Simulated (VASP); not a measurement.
# Co (P6_3/mmc) in VASP: single point with PBEsol

Aim: the single point of Co with PBEsol.

Program: VASP 6.6.1. These are calculated values, not measurements. Logs are shortened: lines on timing, memory, paths and dates and some standing lists are left out, and cuts for length are marked.

## Step 1: The cell of the first run

The structure is hexagonal, space group P6_3/mmc (No. 194). Conventional cell: a = 2.455 Å, b = 2.455 Å, c = 3.971 Å, α = 90.00°, β = 90.00°, γ = 120.00°. Co (site symmetry -6m2) has 12 Co at 2.44 to 2.46 Å within 3.2 Å.

## Step 2: Single point, PBEsol, collinear spin, ferromagnetic start

INCAR reads:

```
PREC = Accurate
ENCUT = 690
EDIFF = 1E-6
ISMEAR = -1
SIGMA = 0.1
LREAL = F
LASPH = T
NELM = 200
ALGO = Normal
ISIF = 2
LWAVE = F
LCHARG = F
ISPIN = 2
MAGMOM = 1.8 1.8
LORBIT = 11
LMAXMIX = 4
GGA = PS
NBANDS = 28
GGA_COMPAT = F
```

KPOINTS reads:

```
regular mesh
0
Gamma
  14 14 8
```

POSCAR reads:

```
Co
1.0
    2.4550538397      0.0000000000      0.0000000000
   -1.2275269199      2.1261389928      0.0000000000
    0.0000000000      0.0000000000      3.9706413187
Co
2
Direct
    0.6666666667      0.3333333333      0.2500007896
    0.3333333333      0.6666666667      0.7499992104
```

Potentials or basis: VASP PAW PBE potentials, release 64 (Co_sv).

Launch:

```sh
cat potpaw_PBE.64/Co_sv/POTCAR > POTCAR
mpirun -np 1 vasp_std > vasp.out
```

OUTCAR:

```text
PREC = Accurate
   ENCUT = 690
   EDIFF = 1E-6
   ISMEAR = -1
   LREAL = F
   LASPH = T
   NELM = 200
   ISIF = 2
   ISPIN = 2
   LORBIT = 11
   GGA = PS

 ion  position               nearest neighbor table
   1  0.667  0.333  0.250-   2 2.44   2 2.44   2 2.44   2 2.44   2 2.44   2 2.44
   2  0.333  0.667  0.750-   1 2.44   1 2.44   1 2.44   1 2.44   1 2.44   1 2.44

  LATTYP: Found a hexagonal cell.
 ALAT       =     2.4550538397
 C/A-ratio  =     1.6173337034

  Lattice vectors:

 A1 = (   2.4550538397,   0.0000000000,   0.0000000000)
 A2 = (  -1.2275269199,   2.1261389928,   0.0000000000)
 A3 = (   0.0000000000,   0.0000000000,   3.9706413187)

Analysis of symmetry for initial positions (statically):
=====================================================================
 Subroutine PRICEL returns:
 Original cell was already a primitive cell.

 Routine SETGRP: Setting up the symmetry group for a
 hexagonal supercell.

 Subroutine GETGRP returns: Found 24 space group operations
 (whereof 12 operations were pure point group operations)
 out of a pool of 24 trial point group operations.

The static configuration has the point symmetry D_3d.
 The point group associated with its full space group is D_6h.

Analysis of symmetry for dynamics (positions and initial velocities):
=====================================================================
 Subroutine PRICEL returns:
 Original cell was already a primitive cell.

 Routine SETGRP: Setting up the symmetry group for a
 hexagonal supercell.

 Subroutine GETGRP returns: Found 24 space group operations
 (whereof 12 operations were pure point group operations)
 out of a pool of 24 trial point group operations.

The dynamic configuration has the point symmetry D_3d.
 The point group associated with its full space group is D_6h.

Analysis of structural, dynamic, and magnetic symmetry:
=====================================================================
 Subroutine PRICEL returns:
 Original cell was already a primitive cell.

 Routine SETGRP: Setting up the symmetry group for a
 hexagonal supercell.

 Subroutine GETGRP returns: Found 24 space group operations
 (whereof 12 operations were pure point group operations)
 out of a pool of 24 trial point group operations.

The overall configuration has the point symmetry D_3d.
 The point group associated with its full space group is D_6h.

 Subroutine INISYM returns: Found 24 space group operations
 (whereof 12 operations are pure point group operations),
 and found     1 'primitive' translations

----------------------------------------------------------------------------------------

                                     Primitive cell

  volume of cell :      20.7259

  direct lattice vectors                    reciprocal lattice vectors
     2.455053840  0.000000000  0.000000000     0.407323043  0.235168068  0.000000000
    -1.227526920  2.126138993  0.000000000     0.000000000  0.470336137  0.000000000
     0.000000000  0.000000000  3.970641319     0.000000000  0.000000000  0.251848485

  length of vectors
     2.455053840  2.455053840  3.970641319     0.470336137  0.470336137  0.251848485

  position of ions in fractional coordinates (direct lattice)
     0.666666667  0.333333333  0.250000790
     0.333333333  0.666666667  0.749999210

  ion indices of the primitive-cell ions
   primitive index   ion index
                 1           1
                 2           2

----------------------------------------------------------------------------------------

 KPOINTS: regular mesh

Automatic generation of k-mesh.
 Grid dimensions read from file:
 generate k-points for:   14   14    8

 Generating k-lattice:

  Cartesian coordinates                     Fractional coordinates (reciprocal lattice)
     0.029094503  0.016797719  0.000000000     0.071428571  0.000000000  0.000000000
     0.000000000  0.033595438  0.000000000     0.000000000  0.071428571  0.000000000
     0.000000000  0.000000000  0.031481061     0.000000000  0.000000000  0.125000000

  Length of vectors
     0.033595438  0.033595438  0.031481061

  Shift w.r.t. Gamma in fractional coordinates (k-lattice)
     0.000000000  0.000000000  0.000000000

 Subroutine IBZKPT returns following result:
 ===========================================

 Found    120 irreducible k-points:

 Following reciprocal coordinates:
            Coordinates               Weight
  0.000000  0.000000  0.000000      1.000000
  0.071429  0.000000  0.000000      6.000000
  0.142857  0.000000  0.000000      6.000000
  0.214286  0.000000  0.000000      6.000000
  0.285714  0.000000  0.000000      6.000000
  0.357143  0.000000  0.000000      6.000000
[... 16 lines left out ...]
  0.285714  0.285714  0.000000      6.000000
  0.357143  0.285714  0.000000      6.000000
 [... further k-points ...]
   k-points           NKPTS =    120   k-points in BZ     NKDIM =    120   number of bands    NBANDS=     28
   number of dos      NEDOS =    301   number of ions     NIONS =      2
   total plane-waves  NPLWV =  20736
   dimension x,y,z NGX =    24 NGY =   24 NGZ =   36
   dimension x,y,z NGXF=    48 NGYF=   48 NGZF=   72
   ions per type =               2
   NGX,Y,Z   is equivalent  to a cutoff of  16.25, 16.25, 15.07 a.u.
   NGXF,Y,Z  is equivalent  to a cutoff of  32.50, 32.50, 30.15 a.u.
 SYSTEM =  unknown system
   PREC   = accura    normal or accurate (medium, high low for compatibility)
   ISTART =      0    job   : 0-new  1-cont  2-samecut
   ICHARG =      2    charge: 1-file 2-atom 10-const
   ISPIN  =      2    spin polarized calculation?
   LNONCOLLINEAR =      F non collinear calculations
   LSORBIT =      F    spin-orbit coupling
   LASPH  =      T    aspherical Exc in radial PAW
   ENCUT  =  690.0 eV  50.71 Ry    7.12 a.u.   5.26  5.26  8.50*2*pi/ulx,y,z
   NELM   =    200;   NELMIN=  2; NELMDL= -5     # of ELM steps
   EDIFF  = 0.1E-05   stopping-criterion for ELM
   LREAL  =      F    real-space projection
   EDIFFG = 0.1E-04   stopping-criterion for IOM
   NSW    =      0    number of steps for IOM
   IBRION =     -1    ionic relax: 0-MD 1-quasi-New 2-CG
   NFREE  =      0    steps in history (QN), initial steepest desc. (CG)
   ISIF   =      2    stress and relaxation
   ISYM   =      2    0-nonsym 1-usesym 2-fastsym
   POTIM  = 0.5000    time-step for ionic-motion
   TEBEG  =    0.0;   TEEND  =   0.0 temperature during run
   PSTRESS=    0.0 pullay stress
   NELECT =      34.0000    total number of electrons
   NUPDOWN=      -1.0000    fix difference up-down
   EMIN   =  10.00;   EMAX   =-10.00  energy-range for DOS
   EFERMI =   0.00;   METHOD = LEGACY
   ISMEAR =    -1;   SIGMA  =   0.10  broadening in eV -4-tet -1-fermi 0-gaus
   EFERMI_NEDOS =   21; number of points for ismear=-14 and -15
   IALGO  =     38    algorithm
   IMIX   =      4    mixing-type and parameters
     AMIX     =   0.40;   BMIX     =  1.00
     AMIX_MAG =   1.60;   BMIX_MAG =  1.00
  volume/ion in A,a.u.               =      10.36        69.93
  Fermi-wavevector in a.u.,A,eV,Ry     =   1.930768  3.648622 50.720668  3.727864
  Thomas-Fermi vector in A             =   2.962913
   LORBIT       =     11    0 simple, 1 ext, 2 COOP (PROOUT), +10 PAW based schemes
   GGA     = PS    functional components
   LHFCALC =     F    Hartree Fock is set to
   AEXX    =    0.0000 exact exchange contribution
   IVDW    =     0    specifies the selected vdW correction
   LEPSILON=     F    determine dielectric tensor
   LRPA    =     F    only Hartree local field effects (RPA)
 spin polarized calculation
  energy-cutoff  :      690.00
  volume of cell :       20.73
 maximum number of plane-waves:       866
 NGX is ok and might be reduce to    24
   NGX = 11   NGY = 11   NGZ = 17

 number of electron      34.0000007 magnetization       3.0928222

 Free energy of the ion-electron system (eV)
  ---------------------------------------------------
  ext. energy  EPLUGINS =         0.00000000
  ---------------------------------------------------
  free energy    TOTEN  =       -15.66082612 eV

  energy without entropy =      -15.60072204  energy(sigma->0) =      -15.63077408

 E-fermi :  12.5702     XC(G=0): -14.3938

 val. band max:       12.5626071171   @ k =   0.2857   0.0000   0.3750
 cond. band min:      12.5811043522   @ k =   0.2143   0.1429   0.1250
 fundamental gap:      0.0184972350
 Fermi energy:        12.5702030199

 spin component 1

 k-point     1 :       0.0000    0.0000    0.0000
  band No.  band energies     occupation
      1     -83.1945      1.00000
      2     -83.1241      1.00000
      3     -46.7504      1.00000
      4     -46.4165      1.00000
      5     -46.4165      1.00000
      6     -46.3600      1.00000
[... 20 lines left out ...]
     27      38.9610      0.00000
     28      38.9610      0.00000

 k-point     2 :       0.0714    0.0000    0.0000
  band No.  band energies     occupation
      1     -83.1916      1.00000
      2     -83.1227      1.00000
      3     -46.7441      1.00000
      4     -46.4304      1.00000
      5     -46.4209      1.00000
      6     -46.3745      1.00000
[... 20 lines left out ...]
     27      40.7918      0.00000
     28      40.9208      0.00000

 k-point     3 :       0.1429    0.0000    0.0000
  band No.  band energies     occupation
      1     -83.1833      1.00000
      2     -83.1191      1.00000
      3     -46.7260      1.00000
      4     -46.4690      1.00000
      5     -46.4335      1.00000
      6     -46.4142      1.00000
[... 616 lines left out ...]
      3     -46.6469      1.00000
      4     -46.6060      1.00000
      5     -46.5574      1.00000
      6     -46.5498      1.00000
[... 20 lines left out ...]
     27      30.3965      0.00000
     28      45.2528      0.00000

 k-point    24 :       0.3571    0.2857    0.0000
  band No.  band energies     occupation
      1     -83.1140      1.00000
      2     -83.1083      1.00000
      3     -46.6471      1.00000
      4     -46.5876      1.00000
      5     -46.5825      1.00000
      6     -46.5289      1.00000
[... 20 lines left out ...]
     27      29.9211      0.00000
     28      45.7301      0.00000

 [... further k-points ...]

 spin component 2

 k-point     1 :       0.0000    0.0000    0.0000
  band No.  band energies     occupation
      1     -81.2371      1.00000
      2     -81.1618      1.00000
      3     -44.8561      1.00000
      4     -44.5054      1.00000
      5     -44.5054      1.00000
      6     -44.4451      1.00000
[... 20 lines left out ...]
     27      39.3352      0.00000
     28      39.3352      0.00000

 k-point     2 :       0.0714    0.0000    0.0000
  band No.  band energies     occupation
      1     -81.2340      1.00000
      2     -81.1604      1.00000
      3     -44.8492      1.00000
      4     -44.5205      1.00000
      5     -44.5102      1.00000
      6     -44.4608      1.00000
[... 20 lines left out ...]
     27      40.7570      0.00000
     28      41.2913      0.00000

 k-point     3 :       0.1429    0.0000    0.0000
  band No.  band energies     occupation
      1     -81.2251      1.00000
      2     -81.1565      1.00000
      3     -44.8295      1.00000
      4     -44.5624      1.00000
      5     -44.5238      1.00000
      6     -44.5038      1.00000
[... 616 lines left out ...]
      3     -44.7554      1.00000
      4     -44.7108      1.00000
      5     -44.6581      1.00000
      6     -44.6380      1.00000
[... 20 lines left out ...]
     27      30.7650      0.00000
     28      45.4605      0.00000

 k-point    24 :       0.3571    0.2857    0.0000
  band No.  band energies     occupation
      1     -81.1510      1.00000
      2     -81.1449      1.00000
      3     -44.7554      1.00000
      4     -44.6910      1.00000
      5     -44.6854      1.00000
      6     -44.6154      1.00000
[... 20 lines left out ...]
     27      30.3056      0.00000
     28      45.9341      0.00000

 [... further k-points ...]

------------------------ aborting loop because EDIFF is reached ----------------------------------------

  FORCE on cell =-STRESS in cart. coord.  units (eV):
  Direction    XX          YY          ZZ          XY          YZ          ZX
  --------------------------------------------------------------------------------------
  -------------------------------------------------------------------------------------
  Total       -0.1930497     -0.1930497     -0.1910581      0.0000000      0.0000000      0.0000000
  in kB      -14.9233544    -14.9233544    -14.7693981      0.0000000      0.0000000      0.0000000
  external PRESSURE =     -14.8720356 kB  Pullay stress =       0.0000000 kB

 VOLUME and BASIS-vectors are now :
 -----------------------------------------------------------------------------
  energy-cutoff  :      690.00
  volume of cell :       20.73
      direct lattice vectors                 reciprocal lattice vectors
     2.455053840  0.000000000  0.000000000     0.407323043  0.235168068  0.000000000
    -1.227526920  2.126138993  0.000000000     0.000000000  0.470336137  0.000000000
     0.000000000  0.000000000  3.970641319     0.000000000  0.000000000  0.251848485

 POSITION                                       TOTAL-FORCE (eV/Angst)
 -----------------------------------------------------------------------------------
      1.22753      0.70871      0.99266         0.000000     -0.000000     -0.000000
     -0.00000      1.41743      2.97798        -0.000000      0.000000      0.000000
 -----------------------------------------------------------------------------------
    total drift:                               -0.000000      0.000000     -0.000007

  FREE ENERGIE OF THE ION-ELECTRON SYSTEM (eV)
  ---------------------------------------------------
  free  energy   TOTEN  =       -15.6608261217 eV

  energy  without entropy=      -15.6007220375  energy(sigma->0) =      -15.63077408

 total charge

# of ion       s       p       d       tot
------------------------------------------
    1        2.256   6.132   6.702  15.090
    2        2.256   6.132   6.702  15.090
--------------------------------------------------
tot          4.512  12.265  13.403  30.180

 magnetization (x)

# of ion       s       p       d       tot
------------------------------------------
    1       -0.005  -0.014   1.624   1.605
    2       -0.005  -0.014   1.624   1.605
--------------------------------------------------
tot         -0.011  -0.028   3.248   3.209
```

It took 3.6 min on 1 thread of Intel Xeon Platinum 8259CL at 2.50GHz (Skylake/Cascade Lake), shared host; peak memory 0.26 GiB.

Results:

```
Free energy                                           : -15.6608 eV
Pressure                                              : -1.5 GPa
Net moment                                            : 3.09 μB per cell
Site moments                                          : Co +1.60 μB
Valence electrons inside the program's atomic spheres : Co 15.09
```

Caveat: the PAW data sets were made with another functional, which shifts forces and pressure a little.
